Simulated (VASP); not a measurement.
Runs of VASP 6.6.1 on GaN (zincblende type). The structure is that of space group F-43m (No. 216), or close to it. The cells are those of the table. 

```tsv
task	spin	cell	cutoff (eV)	k mesh for the DOS	occupations for the DOS	gap on the mesh (eV)	pressure (GPa)	moment (μB)	relaxed volume (Å³/atom)
single point	off	a = 2.824 Å, angles 60.0°, 2 atoms	520	-	-	3.34	137.5	-	-
relaxation of cell and atoms	collinear, ferrimagnetic start	relaxed from a = 3.065 Å, angles 60.0°, 2 atoms	600	-	-	1.94	0.1	0.00	11.11
single point	collinear, ferrimagnetic start	a = 3.150 Å, angles 60.0°, 2 atoms	520	-	-	1.97	1.1	0.00	-
single point	off	a = 2.715 Å, angles 60.0°, 2 atoms	520	-	-	3.34	238.0	-	-
single point	off	a = 2.924 Å, angles 60.0°, 2 atoms	520	-	-	3.33	75.3	-	-
single point	off	a = 3.150 Å, angles 60.0°, 2 atoms	520	-	-	1.97	1.2	-	-
single point	off	a = 3.019 Å, angles 60.0°, 2 atoms	520	-	-	(a)	35.8	-	-
single point	off	a = 2.581 Å, angles 60.0°, 2 atoms	520	-	-	3.37	(b)	-	-
relaxation of cell and atoms	off	relaxed from a = 3.065 Å, angles 60.0°, 2 atoms	600	-	-	1.94	0.0	-	11.11
single point	off	a = 3.086 Å, angles 60.0°, 2 atoms	520	-	-	2.37	15.8	-	-
```

Alike in all rows: level LDA; potentials or basis VASP PAW LDA potentials, release 64 (Ga_d, N); k mesh 17 × 17 × 17; smearing fermi-dirac 0.05 eV.

Task: Estimate the missing entries.

Result: (a) 2.80; (b) 434.5.

A k mesh can miss the band edges, and the runs leave out spin-orbit coupling on Ga.
